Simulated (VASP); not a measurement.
Zn2CdO3: single point with PBE

Zn2CdO3:

```
Zn Cd O
1.0
     4.04565    0.00000    0.00000
     0.00000    4.04565    0.00000
     0.00000    0.00000    6.06521
Zn Cd O
2 1 3
Cartesian
  2.0228 2.0228 3.0636
  0.0000 0.0000 4.2513
  0.0000 0.0000 0.3434
  2.0228 0.0000 5.4984
  0.0000 2.0228 5.4984
  2.0228 2.0228 0.7327
```

The cell was built from a structure type or drawn by symmetry, and may not be a known phase.

- Program: VASP 6.6.1
- Task: single point
- Functional: PBE
- Potentials or basis: VASP PAW PBE potentials, release 64 (Zn, Cd, O)
- Cutoff: 520 eV
- k mesh: 4 × 4 × 4
- Occupations: gaussian, width 0.1 eV
- Spin: collinear spin, ferromagnetic start
- Starting moments: [0.0, 0.0, 0.0, 1.0, 1.0, 1.0] μB
- Dipole correction: no
- Further INCAR settings: ALGO = Normal; EDIFF = 1e-06; NBANDS = 40

| Property | Result |
| --- | --- |
| Pressure | 0.3 GPa |
| Largest force | 6.216 eV/Å |
| Net moment | 2.05 μB per cell |
| Site moments | Zn -0.03, +0.02; Cd -0.02; O +0.49, +0.80 (each value once) μB |
| Valence electrons inside the program's atomic spheres | Zn 10.47, 10.65; Cd 10.31; O 4.82, 4.69 (each value once) |

Forces in eV/Å, atoms in the order of the input:
```
Zn   0.000  0.000 -0.828
Zn   0.000  0.000 -4.456
Cd   0.000  0.000  6.216
O    0.000  0.000 -1.463
O    0.000  0.000 -1.463
O    0.000  0.000  1.994
```

Stress tensor (GPa, compression positive):
```
-3.81  0.00  0.00
 0.00 -3.81  0.00
 0.00  0.00  8.63
```

Levels at points of the mesh, in eV from the Fermi level:
Spin up:
```tsv
k point	band 24	band 25	band 26	band 27	band 28	band 29	band 30	band 31	band 32	band 33
(0.00, 0.00, 0.00)	-1.89	-1.87	-1.42	-0.84	-0.84	1.44	3.08	4.59	4.59	4.97
(0.50, 0.00, 0.00)	-2.53	-1.89	-1.81	-0.88	-0.11	0.00	3.26	4.86	5.99	6.55
(0.50, 0.50, 0.00)	-1.61	-1.61	-1.10	-0.61	0.60	0.86	1.92	1.92	2.45	6.99
(0.00, 0.00, 0.50)	-1.91	-1.42	-1.17	-0.91	-0.91	0.53	3.30	4.58	4.58	5.82
(0.50, 0.00, 0.50)	-2.51	-1.51	-1.26	-0.94	-0.31	-0.13	3.05	5.14	6.09	6.59
(0.50, 0.50, 0.50)	-1.31	-1.31	-1.10	-0.61	-0.28	0.33	2.01	2.01	3.86	6.91
```
Spin down:
| k point | band 24 | band 25 | band 26 | band 27 | band 28 | band 29 |
| --- | --- | --- | --- | --- | --- | --- |
| (0.00, 0.00, 0.00) | -1.04 | -1.04 | -0.65 | 0.74 | 0.74 | 1.55 |
| (0.50, 0.00, 0.00) | -1.70 | -1.25 | -1.18 | 0.73 | 0.93 | 1.00 |
| (0.50, 0.50, 0.00) | -0.56 | -0.56 | -0.22 | 0.42 | 0.83 | 1.63 |
| (0.00, 0.00, 0.50) | -1.06 | -0.70 | -0.66 | 0.60 | 0.60 | 0.97 |
| (0.50, 0.00, 0.50) | -1.65 | -0.40 | -0.14 | 0.34 | 0.50 | 0.64 |
| (0.50, 0.50, 0.50) | -0.22 | -0.14 | 0.02 | 0.02 | 0.42 | 0.64 |

It took 2.2 min on 1 thread of Intel(R) Xeon(R) Platinum 8559C (Emerald Rapids) (shared host), peak memory 0.29 GiB.

Caveat: the k points lie up to 0.39 Å⁻¹ apart; forces of over 1 eV/Å act on the atoms, so gaps and moduli don't describe the material at rest.
